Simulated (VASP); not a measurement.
# V (Im-3m) in VASP: further runs

Runs on V. Level: LDA. Tasks: single point, relaxation of cell and atoms.

Everything below comes from runs of VASP 6.6.1. Logs are shortened: lines on timing, memory, paths and dates and some standing lists are left out, and cuts for length are marked.

## 1. The cell of the first run

It takes space group Im-3m (No. 229, cubic). The conventional cell has a = 2.586 Å, b = 2.586 Å, c = 2.586 Å, α = 90.00°, β = 90.00°, γ = 90.00°. V (site symmetry m-3m) has 14 V at 2.24 to 2.59 Å within 3.0 Å.

## 2. Single point, LDA

The input, INCAR:

```
ALGO = Normal ; EDIFF = 1E-7
ENCUT = 520 ; GGA = CA
ISIF = 2 ; ISMEAR = -1
LASPH = T ; LCHARG = F
LREAL = F ; LWAVE = F
NBANDS = 12 ; NELM = 80
PREC = Accurate ; SIGMA = 0.1
```

The input, KPOINTS:

```
k-points
0
Gamma
  21 21 21
```

The input, POSCAR:

```
V
1.0
   -1.2928279469      1.2928279469      1.2928279469
    1.2928279469     -1.2928279469      1.2928279469
    1.2928279469      1.2928279469     -1.2928279469
V
1
Direct
    0.0000000000      0.0000000000      0.0000000000
```

Potentials or basis: VASP PAW LDA potentials, release 64 (V_sv).

Command:

```sh
$ cat potpaw_LDA.64/V_sv/POTCAR > POTCAR
$ mpirun -np 1 vasp_std > vasp.out
```

OUTCAR:

```text
EDIFF = 1E-7
   ENCUT = 520
   GGA = CA
   ISIF = 2
   ISMEAR = -1
   LASPH = T
   LREAL = F
   NELM = 80
   PREC = Accurate

 ion  position               nearest neighbor table
   1  0.000  0.000  0.000-

  LATTYP: Found a body centered cubic cell.
 ALAT       =     2.5856558938

  Lattice vectors:

 A1 = (  -1.2928279469,   1.2928279469,   1.2928279469)
 A2 = (   1.2928279469,  -1.2928279469,   1.2928279469)
 A3 = (   1.2928279469,   1.2928279469,  -1.2928279469)

Analysis of symmetry for initial positions (statically):
=====================================================================
 Subroutine PRICEL returns:
 Original cell was already a primitive cell.

 Routine SETGRP: Setting up the symmetry group for a
 body centered cubic supercell.

 Subroutine GETGRP returns: Found 48 space group operations
[... 9 lines left out ...]

 Routine SETGRP: Setting up the symmetry group for a
 body centered cubic supercell.

 Subroutine GETGRP returns: Found 48 space group operations
[... 11 lines left out ...]
                                     Primitive cell

  volume of cell :       8.6434

  direct lattice vectors                    reciprocal lattice vectors
    -1.292827947  1.292827947  1.292827947     0.000000000  0.386749065  0.386749065
     1.292827947 -1.292827947  1.292827947     0.386749065  0.000000000  0.386749065
     1.292827947  1.292827947 -1.292827947     0.386749065  0.386749065  0.000000000

  length of vectors
     2.239243689  2.239243689  2.239243689     0.546945773  0.546945773  0.546945773

  position of ions in fractional coordinates (direct lattice)
     0.000000000  0.000000000  0.000000000

  ion indices of the primitive-cell ions
   primitive index   ion index
                 1           1

----------------------------------------------------------------------------------------

 KPOINTS: k-points

Automatic generation of k-mesh.
 Grid dimensions read from file:
 generate k-points for:   21   21   21

 Generating k-lattice:

  Cartesian coordinates                     Fractional coordinates (reciprocal lattice)
     0.000000000  0.018416622  0.018416622     0.047619048  0.000000000  0.000000000
     0.018416622  0.000000000  0.018416622     0.000000000  0.047619048  0.000000000
     0.018416622  0.018416622  0.000000000     0.000000000  0.000000000  0.047619048

  Length of vectors
     0.026045037  0.026045037  0.026045037

  Shift w.r.t. Gamma in fractional coordinates (k-lattice)
     0.000000000  0.000000000  0.000000000

 Subroutine IBZKPT returns following result:
 ===========================================

 Found    286 irreducible k-points:

 Following reciprocal coordinates:
            Coordinates               Weight
  0.000000  0.000000  0.000000      1.000000
  0.047619  0.000000  0.000000     12.000000
  0.095238  0.000000  0.000000     12.000000
  0.142857  0.000000  0.000000     12.000000
  0.190476  0.000000  0.000000     12.000000
  0.238095  0.000000  0.000000     12.000000
[... 16 lines left out ...]
  0.142857  0.095238  0.000000     48.000000
  0.190476  0.095238  0.000000     48.000000
 [... further k-points ...]
   k-points           NKPTS =    286   k-points in BZ     NKDIM =    286   number of bands    NBANDS=     12
   number of dos      NEDOS =    301   number of ions     NIONS =      1
   total plane-waves  NPLWV =   5832
   dimension x,y,z NGX =    18 NGY =   18 NGZ =   18
   dimension x,y,z NGXF=    36 NGYF=   36 NGZF=   36
   ions per type =               1
   NGX,Y,Z   is equivalent  to a cutoff of  13.36, 13.36, 13.36 a.u.
   NGXF,Y,Z  is equivalent  to a cutoff of  26.73, 26.73, 26.73 a.u.
 SYSTEM =  unknown system
   PREC   = accura    normal or accurate (medium, high low for compatibility)
   ISTART =      0    job   : 0-new  1-cont  2-samecut
   ICHARG =      2    charge: 1-file 2-atom 10-const
   ISPIN  =      1    spin polarized calculation?
   LNONCOLLINEAR =      F non collinear calculations
   LSORBIT =      F    spin-orbit coupling
   LASPH  =      T    aspherical Exc in radial PAW
   ENCUT  =  520.0 eV  38.22 Ry    6.18 a.u.   4.16  4.16  4.16*2*pi/ulx,y,z
   NELM   =     80;   NELMIN=  2; NELMDL= -5     # of ELM steps
   EDIFF  = 0.1E-06   stopping-criterion for ELM
   LREAL  =      F    real-space projection
   EDIFFG = 0.1E-05   stopping-criterion for IOM
   NSW    =      0    number of steps for IOM
   IBRION =     -1    ionic relax: 0-MD 1-quasi-New 2-CG
   NFREE  =      0    steps in history (QN), initial steepest desc. (CG)
   ISIF   =      2    stress and relaxation
   ISYM   =      2    0-nonsym 1-usesym 2-fastsym
   POTIM  = 0.5000    time-step for ionic-motion
   TEBEG  =    0.0;   TEEND  =   0.0 temperature during run
   PSTRESS=    0.0 pullay stress
   NELECT =      13.0000    total number of electrons
   NUPDOWN=      -1.0000    fix difference up-down
   EMIN   =  10.00;   EMAX   =-10.00  energy-range for DOS
   EFERMI =   0.00;   METHOD = LEGACY
   ISMEAR =    -1;   SIGMA  =   0.10  broadening in eV -4-tet -1-fermi 0-gaus
   EFERMI_NEDOS =   21; number of points for ismear=-14 and -15
   IALGO  =     38    algorithm
   IMIX   =      4    mixing-type and parameters
     AMIX     =   0.40;   BMIX     =  1.00
     AMIX_MAG =   1.60;   BMIX_MAG =  1.00
  volume/ion in A,a.u.               =       8.64        58.33
  Fermi-wavevector in a.u.,A,eV,Ry     =   1.875694  3.544547 47.868375  3.518226
  Thomas-Fermi vector in A             =   2.920350
   LORBIT       =      0    0 simple, 1 ext, 2 COOP (PROOUT), +10 PAW based schemes
   GGA     = CA    functional components
   LHFCALC =     F    Hartree Fock is set to
   AEXX    =    0.0000 exact exchange contribution
   IVDW    =     0    specifies the selected vdW correction
   LEPSILON=     F    determine dielectric tensor
   LRPA    =     F    only Hartree local field effects (RPA)
 non-spin polarized calculation
  energy-cutoff  :      520.00
  volume of cell :        8.64
 maximum number of plane-waves:       242
 NGX is ok and might be reduce to    18
   NGX =  9   NGY =  9   NGZ =  9

 number of electron      12.9999994 magnetization

 Free energy of the ion-electron system (eV)
  ---------------------------------------------------
  ext. energy  EPLUGINS =         0.00000000
  ---------------------------------------------------
  free energy    TOTEN  =        -8.55189315 eV

  energy without entropy =       -8.51529802  energy(sigma->0) =       -8.53359558

 E-fermi :  16.3281     XC(G=0): -15.8567

 val. band max:       16.3254016285   @ k =  -0.3333   0.4762   0.1905
 cond. band min:      16.3441464963   @ k =   0.3333   0.2381   0.0476
 fundamental gap:      0.0187448679
 Fermi energy:        16.3281108491

 k-point     1 :       0.0000    0.0000    0.0000
  band No.  band energies     occupation
      1     -46.8473      2.00000
      2     -18.9489      2.00000
      3     -18.9489      2.00000
      4     -18.9489      2.00000
      5       9.6132      2.00000
      6      16.4790      0.36224
      7      16.4790      0.36224
      8      16.4790      0.36224
      9      19.8933      0.00000
     10      19.8933      0.00000
     11      40.1565      0.00000
     12      40.1565      0.00000

 k-point     2 :       0.0476    0.0000    0.0000
  band No.  band energies     occupation
      1     -46.8255      2.00000
      2     -19.0304      2.00000
      3     -18.9716      2.00000
      4     -18.9503      2.00000
      5       9.7575      2.00000
      6      16.4030      0.64223
      7      16.4657      0.40326
      8      16.5991      0.12474
      9      19.7926      0.00000
     10      19.8965      0.00000
     11      40.2157      0.00000
     12      40.2280      0.00000

 k-point     3 :       0.0952    0.0000    0.0000
  band No.  band energies     occupation
      1     -46.7615      2.00000
      2     -19.2652      2.00000
      3     -19.0374      2.00000
      4     -18.9543      2.00000
      5      10.1694      2.00000
      6      16.1867      1.60874
      7      16.4110      0.60795
      8      16.9537      0.00383
      9      19.5518      0.00000
     10      19.9090      0.00000
     11      40.3295      0.00000
     12      40.3492      0.00000

 k-point     4 :       0.1429    0.0000    0.0000
  band No.  band energies     occupation
      1     -46.6601      2.00000
      2     -19.6265      2.00000
      3     -19.1395      2.00000
      4     -18.9608      2.00000
      5      10.7809      2.00000
      6      15.8618      1.98130
      7      16.2924      1.17677
      8      17.5254      0.00001
      9      19.3196      0.00000
     10      19.9390      0.00000
     11      40.3265      0.00000
     12      40.3424      0.00000

 k-point     5 :       0.1905    0.0000    0.0000
  band No.  band energies     occupation
      1     -46.5288      2.00000
      2     -20.0759      2.00000
      3     -19.2675      2.00000
      4     -18.9691      2.00000
      5      11.4527      2.00000
      6      15.4703      1.99962
      7      16.1685      1.66298
      8      18.2851      0.00000
      9      19.2312      0.00000
     10      19.9960      0.00000
     11      39.9603      0.00000
     12      40.0427      0.00000
[... 228 lines left out ...]
      1     -45.7816      2.00000
      2     -22.2847      2.00000
      3     -19.9378      2.00000
      4     -19.0457      2.00000
      5      11.2193      2.00000
      6      13.7356      2.00000
      7      19.9015      0.00000
      8      20.1003      0.00000
      9      21.3436      0.00000
     10      23.6437      0.00000
     11      33.4499      0.00000
     12      35.6194      0.00000

 k-point    22 :       0.0952    0.0952    0.0000
  band No.  band energies     occupation
      1     -46.6022      2.00000
      2     -19.8173      2.00000
      3     -19.1438      2.00000
      4     -19.0289      2.00000
      5      11.1334      2.00000
      6      15.8312      1.98620
      7      15.9608      1.95047
      8      17.9772      0.00000
      9      19.1033      0.00000
     10      20.0785      0.00000
     11      40.0213      0.00000
     12      40.9640      0.00000

 k-point    23 :       0.1429    0.0952    0.0000
  band No.  band energies     occupation
      1     -46.4757      2.00000
      2     -20.2206      2.00000
      3     -19.2711      2.00000
      4     -19.0559      2.00000
      5      11.7956      2.00000
      6      15.4826      1.99957
      7      15.7327      1.99482
      8      18.7998      0.00000
      9      18.9822      0.00000
     10      20.2243      0.00000
     11      39.6730      0.00000
     12      40.5149      0.00000

 k-point    24 :       0.1905    0.0952    0.0000
  band No.  band energies     occupation
      1     -46.3305      2.00000
      2     -20.6605      2.00000
      3     -19.4300      2.00000
      4     -19.0736      2.00000
      5      12.3158      2.00000
      6      15.0675      1.99999
      7      15.7370      1.99460
      8      19.0119      0.00000
      9      19.7878      0.00000
     10      20.3938      0.00000
     11      39.0360      0.00000
     12      39.5781      0.00000

 [... further k-points ...]
[... 5 lines left out ...]
  --------------------------------------------------------------------------------------
  -------------------------------------------------------------------------------------
  Total        8.3262354      8.3262354      8.3262354      0.0000000      0.0000000     -0.0000000
  in kB     1543.3949808   1543.3949808   1543.3949808      0.0000000      0.0000000     -0.0000000
  external PRESSURE =    1543.3949808 kB  Pullay stress =       0.0000000 kB

 VOLUME and BASIS-vectors are now :
 -----------------------------------------------------------------------------
  energy-cutoff  :      520.00
  volume of cell :        8.64
      direct lattice vectors                 reciprocal lattice vectors
    -1.292827947  1.292827947  1.292827947     0.000000000  0.386749065  0.386749065
     1.292827947 -1.292827947  1.292827947     0.386749065  0.000000000  0.386749065
     1.292827947  1.292827947 -1.292827947     0.386749065  0.386749065  0.000000000

 POSITION                                       TOTAL-FORCE (eV/Angst)
 -----------------------------------------------------------------------------------
      0.00000      0.00000      0.00000        -0.000000     -0.000000      0.000000
 -----------------------------------------------------------------------------------
    total drift:                                0.000000      0.000000     -0.000000

  FREE ENERGIE OF THE ION-ELECTRON SYSTEM (eV)
  ---------------------------------------------------
  free  energy   TOTEN  =        -8.5518931486 eV

  energy  without entropy=       -8.5152980156  energy(sigma->0) =       -8.53359558
```

Run time: 17 s. Hardware: 1 thread of Intel Xeon Platinum 8375C at 2.90GHz (Ice Lake), shared host; peak memory 0.13 GiB.

Results:

```yaml
Free_energy: -8.5519 eV
Pressure: 154.3 GPa
```

## 3. Single point, LDA

The input, INCAR:

```
SYSTEM = V
  PREC = Accurate
  ENCUT = 520
  EDIFF = 1E-6
  ISMEAR = -1
  SIGMA = 0.1
  LREAL = .False.
  LASPH = .True.
  NELM = 100
  ALGO = Normal
  ISIF = 2
  LWAVE = .False.
  LCHARG = .False.
  GGA = CA
  NBANDS = 12
```

The input, KPOINTS:

```
Automatic mesh
0
Gamma
  21 21 21
  0 0 0
```

The input, POSCAR:

```
V
1.0
   -1.2928976584      1.2928976584      1.2928976584
    1.2928976584     -1.2928976584      1.2928976584
    1.2928976584      1.2928976584     -1.2928976584
V
1
Direct
    0.0000000000      0.0000000000      0.0000000000
```

Potentials or basis: VASP PAW LDA potentials, release 64 (V_sv).

Command:

```sh
$ cat potpaw_LDA.64/V_sv/POTCAR > POTCAR
$ mpirun -np 1 vasp_std > vasp.out
```

Wall time 17 s (1 thread of Intel Xeon Platinum 8375C at 2.90GHz (Ice Lake), shared host); peak memory 0.13 GiB.

The run converged. Its results:

* Free energy: -8.5532 eV
* Pressure: 154.2 GPa

Levels at points of the mesh, in eV from the Fermi level:
```csv
k point,band 5,band 6,band 7,band 8,band 9,band 10
"(0.00, 0.00, 0.00)",-6.72,0.15,0.15,0.15,3.56,3.56
```

## 4. Relaxation of cell and atoms, LDA, target pressure 150 GPa, at which the enthalpy is minimised

This run uses another cell than the first one, of 8.61 Å³/atom, 0.996 times its volume.

The input, INCAR:

```
ALGO = Normal
EDIFF = 1E-6
EDIFFG = -0.005
ENCUT = 600
GGA = CA
IBRION = 2
ISIF = 3
ISMEAR = -1
LASPH = T
LCHARG = F
LREAL = F
LWAVE = F
NELM = 60
NSW = 60
PREC = Accurate
PSTRESS = 1500.0
SIGMA = 0.1
```

The input, KPOINTS:

```
k-points
0
Gamma
  21 21 21
```

The input, POSCAR:

```
V
1.0
   -1.2909872698      1.2909872698      1.2909872698
    1.2909872698     -1.2909872698      1.2909872698
    1.2909872698      1.2909872698     -1.2909872698
V
1
Direct
    0.0000000000      0.0000000000      0.0000000000
```

Command:

```sh
$ cat potpaw_LDA.64/V_sv/POTCAR > POTCAR
$ mpirun -np 1 vasp_std > vasp.out
```

Run time: 34 s. Hardware: 1 thread of Intel Xeon Platinum 8375C at 2.90GHz (Ice Lake), shared host; peak memory 0.15 GiB.

Results (log left out):

| Quantity | Value |
| --- | --- |
| Free energy | -8.6049 eV |
| Relaxed volume | 8.70 Å³/atom |
| Relaxed cell | a = 2.244 Å, b = 2.244 Å, c = 2.244 Å, α = 109.47°, β = 109.47°, γ = 109.47° |
| Space group after relaxing (to 0.05 Å) | Im-3m (No. 229) |
| Energy change on relaxing (the enthalpy is what falls) | -88.5 meV/atom |
| Ionic steps | 4 |
| Pressure after relaxing | 150.0 GPa |

The path:
```tsv
step	energy change (eV)	largest force (eV/Å)	pressure (GPa)	volume (Å³)
1	0.0000	0.0000	157.17	8.61
2	-0.4239	0.0000	121.93	9.10
3	-0.0902	0.0000	149.91	8.70
4	-0.0885	0.0000	150.03	8.70
```

Final structure:
```
CELL_PARAMETERS angstrom
-1.29558 1.29558 1.29558
1.29558 -1.29558 1.29558
1.29558 1.29558 -1.29558
ATOMIC_POSITIONS crystal
V 0.00000 0.00000 0.00000
```

Levels at points of the mesh, in eV from the Fermi level:
```tsv
k point	band 5	band 6	band 7	band 8	band 9	band 10
(0.00, 0.00, 0.00)	-6.73	0.16	0.16	0.16	3.55	3.55
```

Caveat: the cell is relaxed towards a set pressure, so the enthalpy falls and the energy may rise.

## 5. Relaxation of cell and atoms, LDA, target pressure 150 GPa, at which the enthalpy is minimised

The input, INCAR:

```
SYSTEM = V
  PREC = Accurate
  ENCUT = 600
  EDIFF = 1E-6
  ISMEAR = -1
  SIGMA = 0.1
  LREAL = .False.
  LASPH = .True.
  NELM = 80
  ALGO = Normal
  ISIF = 3
  LWAVE = .False.
  LCHARG = .False.
  IBRION = 2
  NSW = 32
  EDIFFG = -0.005
  PSTRESS = 1500.0
```

The input, KPOINTS:

```
Automatic mesh
0
Gamma
  21 21 21
  0 0 0
```

The input, POSCAR:

```
V
1.0
   -1.2928279469      1.2928279469      1.2928279469
    1.2928279469     -1.2928279469      1.2928279469
    1.2928279469      1.2928279469     -1.2928279469
V
1
Direct
    0.0000000000      0.0000000000      0.0000000000
```

Command:

```sh
$ cat potpaw_LDA.64/V_sv/POTCAR > POTCAR
$ mpirun -np 1 vasp_std > vasp.out
```

Wall time 29 s (1 thread of Intel Xeon Platinum 8375C at 2.90GHz (Ice Lake), shared host); peak memory 0.15 GiB.

The run converged. Its results:

```yaml
Free_energy: -8.6055 eV
Relaxed_volume: 8.70 Å³/atom
Relaxed_cell: a = 2.244 Å, b = 2.244 Å, c = 2.244 Å, α = 109.47°, β = 109.47°, γ = 109.47°
Space_group_after_relaxing_to_0.05_Å: Im-3m (No. 229)
Energy_change_on_relaxing_the_enthalpy_is_what_falls: -53.2 meV/atom
Ionic_steps: 3
Pressure_after_relaxing: 150.0 GPa
```

The path:
```tsv
step	energy change (eV)	largest force (eV/Å)	pressure (GPa)	volume (Å³)
1	0.0000	0.0000	154.25	8.64
2	-0.2594	0.0000	132.81	8.93
3	-0.0532	0.0000	149.98	8.70
```

Final structure:
```
CELL_PARAMETERS angstrom
-1.29562 1.29562 1.29562
1.29562 -1.29562 1.29562
1.29562 1.29562 -1.29562
ATOMIC_POSITIONS crystal
V 0.00000 0.00000 0.00000
```

Levels at points of the mesh, in eV from the Fermi level:
| k point | band 4 | band 5 | band 6 | band 7 | band 8 | band 9 | band 10 |
| --- | --- | --- | --- | --- | --- | --- | --- |
| (0.00, 0.00, 0.00) | -35.30 | -6.73 | 0.16 | 0.16 | 0.16 | 3.55 | 3.55 |

Caveat: the cell is relaxed towards a set pressure, so the enthalpy falls and the energy may rise.

## 6. The runs side by side

```csv
task,cell,cutoff (eV),gap on the mesh (eV),pressure (GPa)
single point,"a = 2.239 Å, angles 109.5°, 1 atom",520,none,154.2
relaxation of cell and atoms,"relaxed to 150 GPa from a = 2.236 Å, angles 109.5°, 1 atom",600,none,150.0
relaxation of cell and atoms,"relaxed to 150 GPa from a = 2.239 Å, angles 109.5°, 1 atom",600,none,150.0
```

Alike in all rows: level LDA; potentials or basis VASP PAW LDA potentials, release 64 (V_sv); no spin polarisation; k mesh 21 × 21 × 21; smearing fermi-dirac 0.1 eV.

Caveats: the cell is relaxed towards a set pressure, so the enthalpy falls and the energy may rise (some runs).

Total energies depend on the potentials used, so only differences within one code and one set of settings carry meaning.
